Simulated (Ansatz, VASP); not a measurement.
# Two plane-wave programs on BaTiO3

Contents of POSCAR:

```
BaTiO3
1.0
    3.9940458948      0.0000000000      0.0000000000
    0.0000000000      3.9940458948      0.0000000000
    0.0000000000      0.0000000000      3.9940458948
Ba Ti O
1 1 3
Direct
    0.5000000000      0.5000000000      0.5000000000
    0.0000000000      0.0000000000      0.0000000000
    0.5000000000      0.0000000000      0.0000000000
    0.0000000000      0.5000000000      0.0000000000
    0.0000000000      0.0000000000      0.5000000000
```

INCAR.step1

```
PREC     = Accurate       # precision mode
ENCUT    = 520            # plane-wave cutoff, eV
ISMEAR   = 0              # smearing method
SIGMA    = 0.05           # smearing width, eV
LREAL    = False          # projectors in reciprocal space
LASPH    = True           # aspherical terms in the spheres
NELM     = 60             # most SCF steps
NBANDS   = 28             # bands
GGA      = PE             # functional
ALGO     = Normal         # electronic algorithm
EDIFF    = 1E-4           # SCF threshold, eV
LWAVE    = True           # write WAVECAR
LCHARG   = False          # write CHGCAR
```

INCAR.step2

```
PREC     = Accurate       # precision mode
ENCUT    = 520            # plane-wave cutoff, eV
EDIFF    = 1E-6           # SCF threshold, eV
ISMEAR   = 0              # smearing method
SIGMA    = 0.05           # smearing width, eV
LREAL    = False          # projectors in reciprocal space
LASPH    = True           # aspherical terms in the spheres
NELM     = 60             # most SCF steps
ALGO     = Normal         # electronic algorithm
ISIF     = 2              # what is computed and relaxed
LWAVE    = False          # write WAVECAR
LCHARG   = False          # write CHGCAR
METAGGA  = R2SCAN         # meta-GGA
LMIXTAU  = True         
NBANDS   = 28             # bands
ISTART   = 1
```

KPOINTS

```
Automatic mesh
0
Gamma
  6 6 6
```

Input for Ansatz:

```yaml
crystal:
  lattice:
    - [3.9940458948, 0.0, 0.0]
    - [0.0, 3.9940458948, 0.0]
    - [0.0, 0.0, 3.9940458948]
  atoms:
    - { symbol: Ba, position: [0.5, 0.5, 0.5] }
    - { symbol: Ti, position: [0.0, 0.0, 0.0] }
    - { symbol: O, position: [0.5, 0.0, 0.0] }
    - { symbol: O, position: [0.0, 0.5, 0.0] }
    - { symbol: O, position: [0.0, 0.0, 0.5] }
basis:
  ecutwfc: 500
  ecutrho_ratio: 4
kpoints:
  mp_grid: { grid: [6, 6, 6] }
  band_path:
    path:
      - [[0.0, 0.0, 0.0], [0.0, 0.5, 0.0], [0.5, 0.5, 0.0], [0.0, 0.0, 0.0], [0.5, 0.5, 0.5], [0.0, 0.5, 0.0]]
      - [[0.5, 0.5, 0.5], [0.5, 0.5, 0.0]]
    npoints: 14
hamiltonian:
  xc: r2scan
scf:
  occupations: { method: gaussian, width: 0.05 }
  n_extra_bands: 17
output:
  forces: true
  stress: true
  eigenvalues: true
  populations: true
  dos: { projected: true, de: 0.02, nscf_kmesh: { grid: [9, 9, 9] } }
  bader: true
```

Alike in both runs: task single point; functional r2SCAN; k mesh 6 × 6 × 6; occupations gaussian, width 0.05 eV; no spin polarisation.

|  | VASP | Ansatz |
| --- | --- | --- |
| version | VASP 6.6.1 | Ansatz 0.2.0 |
| potentials or method | VASP PAW PBE potentials, release 64 (Ba_sv, Ti_sv, O), cutoff 520 eV | scalar-relativistic, plane waves, PAW |
| valence electrons in the cell | 40 | 40 |

VASP gave:

| Quantity | Value |
| --- | --- |
| gap on the k mesh at the Fermi level (eV) | 2.15 |
| least direct gap on the mesh (eV) | 2.30 |
| pressure (GPa) | 2.0 |

Problem. Estimate Ansatz's values.

Solution. gap on the k mesh at the Fermi level (eV): 2.17; least direct gap on the mesh (eV): 2.28; pressure (GPa): 0.0.

VASP's potentials were made for PBE, not for r2SCAN.

Neither program's run includes spin-orbit coupling.
